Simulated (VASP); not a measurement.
# Ti (Im-3m) in VASP: single point with PBE

Aim: the single point of Ti with PBE.

Program: VASP 6.6.1. These are calculated values, not measurements. Logs are shortened: lines on timing, memory, paths and dates and some standing lists are left out, and cuts for length are marked.

**1. The cell of the first run**

The structure is cubic, space group Im-3m (No. 229). Conventional cell: a = 3.282 Å, b = 3.282 Å, c = 3.282 Å, α = 90.00°, β = 90.00°, γ = 90.00°. Within 3.7 Å of Ti (site symmetry m-3m) lie 14 Ti at 2.84 to 3.28 Å.

**2. Single point, PBE**

Contents of INCAR:

```
PREC = Accurate ; ENCUT = 500
EDIFF = 1E-6 ; ISMEAR = -1
SIGMA = 0.05 ; LREAL = F
LASPH = T ; NELM = 120
ALGO = Normal ; ISIF = 2
LWAVE = F ; LCHARG = F
GGA = PE ; NBANDS = 12
GGA_COMPAT = F
```

Contents of KPOINTS:

```
Automatic mesh
0
Gamma
  21 21 21
```

Contents of POSCAR:

```
Ti
1.0
   -1.6410000000      1.6410000000      1.6410000000
    1.6410000000     -1.6410000000      1.6410000000
    1.6410000000      1.6410000000     -1.6410000000
Ti
1
Direct
    0.0000000000      0.0000000000      0.0000000000
```

Potentials or basis: VASP PAW PBE potentials, release 64 (Ti_sv).

Started as:

```bash
$ cat potpaw_PBE.64/Ti_sv/POTCAR > POTCAR
$ mpirun -np 1 vasp_std > vasp.out
```

OUTCAR:

```text
PREC = Accurate
   ENCUT = 500
   EDIFF = 1E-6
   ISMEAR = -1
   LREAL = F
   LASPH = T
   NELM = 120
   ISIF = 2
   GGA = PE

 ion  position               nearest neighbor table
   1  0.000  0.000  0.000-

  LATTYP: Found a body centered cubic cell.
 ALAT       =     3.2820000000

  Lattice vectors:

 A1 = (  -1.6410000000,   1.6410000000,   1.6410000000)
 A2 = (   1.6410000000,  -1.6410000000,   1.6410000000)
 A3 = (   1.6410000000,   1.6410000000,  -1.6410000000)

Analysis of symmetry for initial positions (statically):
=====================================================================
 Subroutine PRICEL returns:
 Original cell was already a primitive cell.

 Routine SETGRP: Setting up the symmetry group for a
 body centered cubic supercell.

 Subroutine GETGRP returns: Found 48 space group operations
 (whereof 48 operations were pure point group operations)
 out of a pool of 48 trial point group operations.

The static configuration has the point symmetry O_h .

Analysis of symmetry for dynamics (positions and initial velocities):
=====================================================================
 Subroutine PRICEL returns:
 Original cell was already a primitive cell.

 Routine SETGRP: Setting up the symmetry group for a
 body centered cubic supercell.

 Subroutine GETGRP returns: Found 48 space group operations
 (whereof 48 operations were pure point group operations)
 out of a pool of 48 trial point group operations.

The dynamic configuration has the point symmetry O_h .

 Subroutine INISYM returns: Found 48 space group operations
 (whereof 48 operations are pure point group operations),
 and found     1 'primitive' translations

----------------------------------------------------------------------------------------

                                     Primitive cell

  volume of cell :      17.6761

  direct lattice vectors                    reciprocal lattice vectors
    -1.641000000  1.641000000  1.641000000     0.000000000  0.304692261  0.304692261
     1.641000000 -1.641000000  1.641000000     0.304692261  0.000000000  0.304692261
     1.641000000  1.641000000 -1.641000000     0.304692261  0.304692261  0.000000000

  length of vectors
     2.842295375  2.842295375  2.842295375     0.430899928  0.430899928  0.430899928

  position of ions in fractional coordinates (direct lattice)
     0.000000000  0.000000000  0.000000000

  ion indices of the primitive-cell ions
   primitive index   ion index
                 1           1

----------------------------------------------------------------------------------------

 KPOINTS: Automatic mesh

Automatic generation of k-mesh.
 Grid dimensions read from file:
 generate k-points for:   21   21   21

 Generating k-lattice:

  Cartesian coordinates                     Fractional coordinates (reciprocal lattice)
     0.000000000  0.014509155  0.014509155     0.047619048  0.000000000  0.000000000
     0.014509155  0.000000000  0.014509155     0.000000000  0.047619048  0.000000000
     0.014509155  0.014509155  0.000000000     0.000000000  0.000000000  0.047619048

  Length of vectors
     0.020519044  0.020519044  0.020519044

  Shift w.r.t. Gamma in fractional coordinates (k-lattice)
     0.000000000  0.000000000  0.000000000

 Subroutine IBZKPT returns following result:
 ===========================================

 Found    286 irreducible k-points:

 Following reciprocal coordinates:
            Coordinates               Weight
  0.000000  0.000000  0.000000      1.000000
  0.047619  0.000000  0.000000     12.000000
  0.095238  0.000000  0.000000     12.000000
  0.142857  0.000000  0.000000     12.000000
  0.190476  0.000000  0.000000     12.000000
  0.238095  0.000000  0.000000     12.000000
[... 16 lines left out ...]
  0.142857  0.095238  0.000000     48.000000
  0.190476  0.095238  0.000000     48.000000
 [... further k-points ...]
   k-points           NKPTS =    286   k-points in BZ     NKDIM =    286   number of bands    NBANDS=     12
   number of dos      NEDOS =    301   number of ions     NIONS =      1
   total plane-waves  NPLWV =  13824
   dimension x,y,z NGX =    24 NGY =   24 NGZ =   24
   dimension x,y,z NGXF=    48 NGYF=   48 NGZF=   48
   ions per type =               1
   NGX,Y,Z   is equivalent  to a cutoff of  14.04, 14.04, 14.04 a.u.
   NGXF,Y,Z  is equivalent  to a cutoff of  28.08, 28.08, 28.08 a.u.
 SYSTEM =  unknown system
   PREC   = accura    normal or accurate (medium, high low for compatibility)
   ISTART =      0    job   : 0-new  1-cont  2-samecut
   ICHARG =      2    charge: 1-file 2-atom 10-const
   ISPIN  =      1    spin polarized calculation?
   LNONCOLLINEAR =      F non collinear calculations
   LSORBIT =      F    spin-orbit coupling
   LASPH  =      T    aspherical Exc in radial PAW
   ENCUT  =  500.0 eV  36.75 Ry    6.06 a.u.   5.18  5.18  5.18*2*pi/ulx,y,z
   NELM   =    120;   NELMIN=  2; NELMDL= -5     # of ELM steps
   EDIFF  = 0.1E-05   stopping-criterion for ELM
   LREAL  =      F    real-space projection
   EDIFFG = 0.1E-04   stopping-criterion for IOM
   NSW    =      0    number of steps for IOM
   IBRION =     -1    ionic relax: 0-MD 1-quasi-New 2-CG
   NFREE  =      0    steps in history (QN), initial steepest desc. (CG)
   ISIF   =      2    stress and relaxation
   ISYM   =      2    0-nonsym 1-usesym 2-fastsym
   POTIM  = 0.5000    time-step for ionic-motion
   TEBEG  =    0.0;   TEEND  =   0.0 temperature during run
   PSTRESS=    0.0 pullay stress
   NELECT =      12.0000    total number of electrons
   NUPDOWN=      -1.0000    fix difference up-down
   EMIN   =  10.00;   EMAX   =-10.00  energy-range for DOS
   EFERMI =   0.00;   METHOD = LEGACY
   ISMEAR =    -1;   SIGMA  =   0.05  broadening in eV -4-tet -1-fermi 0-gaus
   EFERMI_NEDOS =   21; number of points for ismear=-14 and -15
   IALGO  =     38    algorithm
   IMIX   =      4    mixing-type and parameters
     AMIX     =   0.40;   BMIX     =  1.00
     AMIX_MAG =   1.60;   BMIX_MAG =  1.00
  volume/ion in A,a.u.               =      17.68       119.28
  Fermi-wavevector in a.u.,A,eV,Ry     =   1.438821  2.718977 28.166848  2.070205
  Thomas-Fermi vector in A             =   2.557745
   LORBIT       =      0    0 simple, 1 ext, 2 COOP (PROOUT), +10 PAW based schemes
   GGA     = PE    functional components
   LHFCALC =     F    Hartree Fock is set to
   AEXX    =    0.0000 exact exchange contribution
   IVDW    =     0    specifies the selected vdW correction
   LEPSILON=     F    determine dielectric tensor
   LRPA    =     F    only Hartree local field effects (RPA)
 non-spin polarized calculation
  energy-cutoff  :      500.00
  volume of cell :       17.68
 maximum number of plane-waves:       466
 NGX is ok and might be reduce to    24
   NGX = 11   NGY = 11   NGZ = 11

 number of electron      12.0000001 magnetization

 Free energy of the ion-electron system (eV)
  ---------------------------------------------------
  ext. energy  EPLUGINS =         0.00000000
  ---------------------------------------------------
  free energy    TOTEN  =        -7.73032348 eV

  energy without entropy =       -7.71089406  energy(sigma->0) =       -7.72060877

 E-fermi :   7.9069     XC(G=0): -11.4116

 val. band max:        7.8928776163   @ k =   0.3333   0.1429   0.1429
 cond. band min:       7.9128454002   @ k =   0.2857   0.0476   0.0000
 fundamental gap:      0.0199677839
 Fermi energy:         7.9069473433

 k-point     1 :       0.0000    0.0000    0.0000
  band No.  band energies     occupation
      1     -48.6612      2.00000
      2     -24.5376      2.00000
      3     -24.5376      2.00000
      4     -24.5376      2.00000
      5       1.9905      2.00000
      6       8.8774      0.00000
      7       8.8774      0.00000
      8       8.8774      0.00000
      9      10.5963      0.00000
     10      10.5963      0.00000
     11      25.1913      0.00000
     12      25.1913      0.00000

 k-point     2 :       0.0476    0.0000    0.0000
  band No.  band energies     occupation
      1     -48.6585      2.00000
      2     -24.5523      2.00000
      3     -24.5422      2.00000
      4     -24.5377      2.00000
      5       2.0671      2.00000
      6       8.8425      0.00000
      7       8.8685      0.00000
      8       8.9325      0.00000
      9      10.5546      0.00000
     10      10.5982      0.00000
     11      25.0647      0.00000
     12      25.1863      0.00000

 k-point     3 :       0.0952    0.0000    0.0000
  band No.  band energies     occupation
      1     -48.6507      2.00000
      2     -24.5949      2.00000
      3     -24.5553      2.00000
      4     -24.5379      2.00000
      5       2.2934      2.00000
      6       8.7426      0.00000
      7       8.8322      0.00000
      8       9.0958      0.00000
      9      10.4514      0.00000
     10      10.6053      0.00000
     11      24.6703      0.00000
     12      25.1149      0.00000

 k-point     4 :       0.1429    0.0000    0.0000
  band No.  band energies     occupation
      1     -48.6384      2.00000
      2     -24.6611      2.00000
      3     -24.5759      2.00000
      4     -24.5383      2.00000
      5       2.6575      2.00000
      6       8.5905      0.00000
      7       8.7445      0.00000
      8       9.3600      0.00000
      9      10.3425      0.00000
     10      10.6201      0.00000
     11      23.9803      0.00000
     12      24.8645      0.00000

 k-point     5 :       0.1905    0.0000    0.0000
  band No.  band energies     occupation
      1     -48.6228      2.00000
      2     -24.7446      2.00000
      3     -24.6021      2.00000
      4     -24.5388      2.00000
      5       3.1383      2.00000
      6       8.4041      0.00010
      7       8.5914      0.00000
      8       9.7132      0.00000
      9      10.2858      0.00000
     10      10.6455      0.00000
     11      23.0001      0.00000
     12      24.3663      0.00000

 k-point     6 :       0.2381    0.0000    0.0000
  band No.  band energies     occupation
      1     -48.6051      2.00000
      2     -24.8375      2.00000
      3     -24.6314      2.00000
      4     -24.5394      2.00000
      5       3.7010      2.00000
      6       8.2031      0.00534
      7       8.4017      0.00010
      8      10.1367      0.00000
      9      10.3010      0.00000
     10      10.6835      0.00000
     11      21.8029      0.00000
     12      23.6979      0.00000

 k-point     7 :       0.2857    0.0000    0.0000
  band No.  band energies     occupation
      1     -48.5869      2.00000
      2     -24.9314      2.00000
      3     -24.6611      2.00000
      4     -24.5400      2.00000
      5       4.2899      2.00000
      6       8.0063      0.24113
      7       8.2483      0.00216
      8      10.3686      0.00000
      9      10.6046      0.00000
     10      10.7333      0.00000
     11      20.4998      0.00000
     12      22.9883      0.00000

 k-point     8 :       0.3333    0.0000    0.0000
  band No.  band energies     occupation
      1     -48.5699      2.00000
      2     -25.0181      2.00000
      3     -24.6888      2.00000
      4     -24.5405      2.00000
      5       4.8217      2.00000
      6       7.8298      1.64766
      7       8.2217      0.00368
      8      10.4559      0.00000
      9      10.7904      0.00000
     10      11.0809      0.00000
     11      19.2026      0.00000
     12      22.3337      0.00000
[... 166 lines left out ...]
 k-point    20 :       0.4286    0.0476    0.0000
  band No.  band energies     occupation
      1     -48.5411      2.00000
      2     -25.1540      2.00000
      3     -24.7377      2.00000
      4     -24.5471      2.00000
      5       5.5103      2.00000
      6       7.5578      1.99814
      7       8.7509      0.00000
      8      10.5659      0.00000
      9      10.9574      0.00000
     10      12.0589      0.00000
     11      16.7512      0.00000
     12      21.2456      0.00000

 k-point    21 :       0.4762    0.0476    0.0000
  band No.  band energies     occupation
      1     -48.5384      2.00000
      2     -25.1672      2.00000
      3     -24.7423      2.00000
      4     -24.5472      2.00000
      5       5.5446      2.00000
      6       7.5323      1.99889
      7       8.8871      0.00000
      8      10.5673      0.00000
      9      10.9792      0.00000
     10      12.1607      0.00000
     11      16.4685      0.00000
     12      21.1492      0.00000

 k-point    22 :       0.0952    0.0952    0.0000
  band No.  band energies     occupation
      1     -48.6315      2.00000
      2     -24.6976      2.00000
      3     -24.5752      2.00000
      4     -24.5516      2.00000
      5       2.8701      2.00000
      6       8.5569      0.00000
      7       8.6137      0.00000
      8       9.5452      0.00000
      9      10.2505      0.00000
     10      10.6708      0.00000
     11      23.7735      0.00000
     12      24.4901      0.00000

 k-point    23 :       0.1429    0.0952    0.0000
  band No.  band energies     occupation
      1     -48.6165      2.00000
      2     -24.7735      2.00000
      3     -24.5999      2.00000
      4     -24.5559      2.00000
      5       3.3414      2.00000
      6       8.3832      0.00015
      7       8.4489      0.00004
      8       9.9092      0.00000
      9      10.1814      0.00000
     10      10.7253      0.00000
     11      22.9720      0.00000
     12      23.8155      0.00000

 k-point    24 :       0.1905    0.0952    0.0000
  band No.  band energies     occupation
      1     -48.5996      2.00000
      2     -24.8567      2.00000
      3     -24.6317      2.00000
      4     -24.5580      2.00000
      5       3.8956      2.00000
      6       8.1790      0.00864
      7       8.2687      0.00144
      8      10.1783      0.00000
      9      10.3484      0.00000
     10      10.7828      0.00000
     11      21.8565      0.00000
     12      23.1343      0.00000

 [... further k-points ...]
[... 5 lines left out ...]
  --------------------------------------------------------------------------------------
  -------------------------------------------------------------------------------------
  Total       -0.2994842     -0.2994842     -0.2994842     -0.0000000     -0.0000000      0.0000000
  in kB      -27.1455550    -27.1455550    -27.1455550     -0.0000000     -0.0000000      0.0000000
  external PRESSURE =     -27.1455550 kB  Pullay stress =       0.0000000 kB

 VOLUME and BASIS-vectors are now :
 -----------------------------------------------------------------------------
  energy-cutoff  :      500.00
  volume of cell :       17.68
      direct lattice vectors                 reciprocal lattice vectors
    -1.641000000  1.641000000  1.641000000     0.000000000  0.304692261  0.304692261
     1.641000000 -1.641000000  1.641000000     0.304692261  0.000000000  0.304692261
     1.641000000  1.641000000 -1.641000000     0.304692261  0.304692261  0.000000000

 POSITION                                       TOTAL-FORCE (eV/Angst)
 -----------------------------------------------------------------------------------
      0.00000      0.00000      0.00000        -0.000000      0.000000     -0.000000
 -----------------------------------------------------------------------------------
    total drift:                                0.000000      0.000000     -0.000000

  FREE ENERGIE OF THE ION-ELECTRON SYSTEM (eV)
  ---------------------------------------------------
  free  energy   TOTEN  =        -7.7303234783 eV

  energy  without entropy=       -7.7108940590  energy(sigma->0) =       -7.72060877
```

Run time: 48 s. Hardware: 1 thread of Intel Xeon 8259CL, shared host; peak memory 0.18 GiB.

Results:

```
Free energy            : -7.7303 eV
Pressure               : -2.7 GPa
Band gap on the k mesh : zero (band 6 reaches 8.88 eV, above the bottom of band 7 at 7.29 eV)
```

Levels at points of the mesh, in eV from the Fermi level:
```tsv
k point	band 4	band 5	band 6	band 7	band 8	band 9
(0.00, 0.00, 0.00)	-32.44	-5.92	0.97	0.97	0.97	2.69
```
